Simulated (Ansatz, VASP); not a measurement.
# Cd: VASP beside Ansatz

INCAR

```
SYSTEM = Cd
PREC = Accurate
ENCUT = 520
EDIFF = 1E-6
ISMEAR = 0
SIGMA = 0.15
LREAL = .FALSE.
LASPH = .TRUE.
NELM = 60
ALGO = Fast
ISIF = 2
LWAVE = .FALSE.
LCHARG = .FALSE.
GGA = PS
NBANDS = 12
```

Contents of KPOINTS:

```
Automatic mesh
0
G
  20 20 20
  0 0 0
```

POSCAR

```
Cd
1.0
    0.0000000000      2.4899142533      1.7603693771
    2.4899142533      0.0000000000      1.7603693771
    2.4899142533      2.4899142533      0.0000000000
Cd
1
Direct
    0.0000000000      0.0000000000      0.0000000000
```

Input for Ansatz:

```yaml
crystal:
  lattice:
    - [0.0, 2.4899142533, 1.7603693771]
    - [2.4899142533, 0.0, 1.7603693771]
    - [2.4899142533, 2.4899142533, 0.0]
  atoms:
    - { symbol: Cd, position: [0.0, 0.0, 0.0] }
basis:
  ecutwfc: 420
kpoints:
  mp_grid: { grid: [20, 20, 20] }
hamiltonian:
  xc: pbesol
scf:
  occupations: { method: gaussian, width: 0.15 }
output:
  forces: true
  stress: true
  eigenvalues: true
```

Alike in both runs: task single point; functional PBEsol; k mesh 20 × 20 × 20; occupations gaussian, width 0.15 eV; no spin polarisation.

|  | VASP | Ansatz |
| --- | --- | --- |
| version | VASP 6.6.1 | Ansatz 0.2.0 |
| potentials or method | VASP PAW PBE potentials, release 64 (Cd), cutoff 520 eV | scalar-relativistic, plane waves, PAW |
| valence electrons in the cell | 12 | 20 |

|  | VASP | Ansatz | Ansatz less VASP |
| --- | --- | --- | --- |
| gap on the k mesh at the Fermi level (eV) | none | none | - |
| pressure (GPa) | -0.8 | -1.1 | -0.33 |

VASP's potentials were made for PBE, not for PBEsol. A gap of «none» marks a metal or a gap that the smearing closes. With one functional, cell and mesh, what is left measures potentials, basis and numerics. VASP's potentials hold 12 valence electrons a cell and Ansatz's 20, so a difference there can come from the potentials and not from the codes.
